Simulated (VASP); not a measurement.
A run of VASP 6.6.1 is set up as follows.

File INCAR:

```
PREC = Accurate
ENCUT = 520
EDIFF = 1E-6
ISMEAR = -1
SIGMA = 0.0913
LREAL = False
LASPH = True
NELM = 100
ALGO = Normal
ISIF = 2
LWAVE = False
LCHARG = False
GGA = PE
NBANDS = 74
```

File KPOINTS:

```
regular mesh
0
Gamma
  3 3 10
```

Contents of POSCAR:

```
Li2Cu5
1.0
    8.4554445800      0.0000000000      0.0000000000
    0.0000000000      8.4554445800      0.0000000000
    0.0000000000      0.0000000000      2.5718573700
Cu Li
10 4
Direct
    0.2940526902      0.4430188859      0.0000000000
    0.5569811141      0.2940526902      0.0000000000
    0.7059473098      0.5569811141      0.0000000000
    0.4430188859      0.7059473098      0.0000000000
    0.7940526902      0.0569811141      0.0000000000
    0.0569811141      0.2059473098      0.0000000000
    0.2059473098      0.9430188859      0.0000000000
    0.9430188859      0.7940526902      0.0000000000
    0.0000000000      0.5000000000      0.0000000000
    0.5000000000      0.0000000000      0.0000000000
    0.1835733395      0.6835733395      0.5000000000
    0.3164266605      0.1835733395      0.5000000000
    0.8164266605      0.3164266605      0.5000000000
    0.6835733395      0.8164266605      0.5000000000
```

Potentials or basis: VASP PAW PBE potentials, release 64 (Cu, Li_sv).

Command:

```bash
$ cat potpaw_PBE.64/Cu/POTCAR potpaw_PBE.64/Li_sv/POTCAR > POTCAR
$ mpirun -np 1 vasp_std > vasp.out
```

(1) What does it give for the largest force?

(2) What does it give for the band gap on the k mesh?

Results:

(1) 0.012 eV/Å.

(2) zero (band 61 reaches 5.98 eV, above the bottom of band 62 at 3.50 eV).
